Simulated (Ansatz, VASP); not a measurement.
# Two plane-wave programs on Nb3ReTe

```
Nb Re Te
1.0
     3.75842    0.00000    0.00000
     0.00000    3.75842    0.00000
     0.00000    0.00000    7.34104
Nb Re Te
3 1 1
Direct
  0.50000 0.00000 0.56103
  0.00000 0.50000 0.56103
  0.50000 0.50000 0.87948
  0.00000 0.00000 0.93739
  0.50000 0.50000 0.30893
```

Alike in both runs: task relaxation of cell and atoms; functional PBE; k mesh 4 × 4 × 4; occupations gaussian, width 0.1 eV; no spin polarisation.

```csv
,VASP,Ansatz
version,VASP 6.6.1,Ansatz 0.2.0
potentials or method,"VASP PAW PBE potentials, release 64 (Nb_sv, Re, Te), cutoff 600 eV","scalar-relativistic, plane waves, PAW"
valence electrons in the cell,52,70
```

|  | VASP | Ansatz | Ansatz less VASP |
| --- | --- | --- | --- |
| gap on the k mesh at the Fermi level, each at its own relaxed structure (eV) | none | none | - |
| relaxed volume (Å³/atom) | 21.73 | 21.77 | +0.036 |
| relaxed cell length with the largest relative difference (Å) | 7.605 | 7.612 | +0.0067 |

A gap of «none» marks a metal or a gap that the smearing closes. VASP's potentials hold 52 valence electrons a cell and Ansatz's 70, so a difference there can come from the potentials and not from the codes.

The k mesh is coarse, so the values compare programs but aren't converged. Neither program's run includes spin-orbit coupling.
